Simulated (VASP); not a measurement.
Here is a VASP 6.6.1 calculation.

The input INCAR:

```
SYSTEM = Y2ScAs3
ALGO = Normal ; EDIFF = 1E-6
ENCUT = 520 ; GGA = PE
ISIF = 2 ; ISMEAR = 0
LASPH = .True. ; LCHARG = .False.
LREAL = .False. ; LWAVE = .False.
NBANDS = 33 ; NELM = 100
PREC = Accurate ; SIGMA = 0.1
```

File KPOINTS:

```
k-points
0
Gamma
  3 3 3
  0 0 0
```

The input POSCAR:

```
Y2ScAs3
1.0
    3.2541403700      1.8787788200      4.0268806100
   -3.2541403700      1.8787788200      4.0268806100
    0.0000000000     -3.7575576300      4.0268806100
Y Sc As
2 1 3
Direct
    0.7625199300      0.7625199300      0.7625199300
    0.2374800700      0.2374800700      0.2374800700
    0.0000000000      0.0000000000      0.0000000000
    0.5000000000      0.5000000000      0.0000000000
    0.0000000000      0.5000000000      0.5000000000
    0.5000000000      0.0000000000      0.5000000000
```

Potentials or basis: VASP PAW PBE potentials, release 64 (Y_sv, Sc_sv, As).

Run with:

```console
$ cat potpaw_PBE.64/Y_sv/POTCAR potpaw_PBE.64/Sc_sv/POTCAR potpaw_PBE.64/As/POTCAR > POTCAR
$ mpirun -np 1 vasp_std > vasp.out
```

Q: What does it give for the pressure?

A: 39.1 GPa.

Q: Estimate the largest force.

A: 13.559 eV/Å.

Forces in eV/Å, atoms in the order of the input:
```
Y     0.000   0.000  13.559
Y     0.000   0.000 -13.559
Sc    0.000   0.000   0.000
As    0.000   0.000   0.000
As    0.000   0.000   0.000
As    0.000   0.000   0.000
```

Caveat: the k points lie up to 0.41 Å⁻¹ apart; forces of over 1 eV/Å act on the atoms, so gaps and moduli don't describe the material at rest.
